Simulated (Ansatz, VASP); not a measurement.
## AlB2P3: VASP beside Ansatz

```
CELL_PARAMETERS angstrom
4.38217 0.00000 0.00000
-2.19108 3.79507 0.00000
0.00000 0.00000 4.41780
ATOMIC_POSITIONS crystal
Al 0.00000 0.00000 0.00000
B 0.33333 0.66667 0.50000
B 0.66667 0.33333 0.50000
P 0.33333 0.66667 0.00000
P 0.66667 0.33333 0.00000
P 0.00000 0.00000 0.50000
```

Alike in both runs: task relaxation of cell and atoms; functional PBE; k mesh 12 × 12 × 8; occupations gaussian, width 0.1 eV; no spin polarisation.

|  | VASP | Ansatz |
| --- | --- | --- |
| version | VASP 6.6.1 | Ansatz 0.2.0 |
| potentials or method | VASP PAW PBE potentials, release 64 (Al, B, P), cutoff 600 eV | scalar-relativistic, plane waves, PAW |
| valence electrons in the cell | 24 | 24 |

```tsv
	VASP	Ansatz	Ansatz less VASP
gap on the k mesh at the Fermi level, each at its own relaxed structure (eV)	none	none	-
relaxed volume (Å³/atom)	12.19	12.21	+0.024
relaxed cell length with the largest relative difference (Å)	4.364	4.367	+0.0032
```

A gap of «none» marks a metal or a gap that the smearing closes.
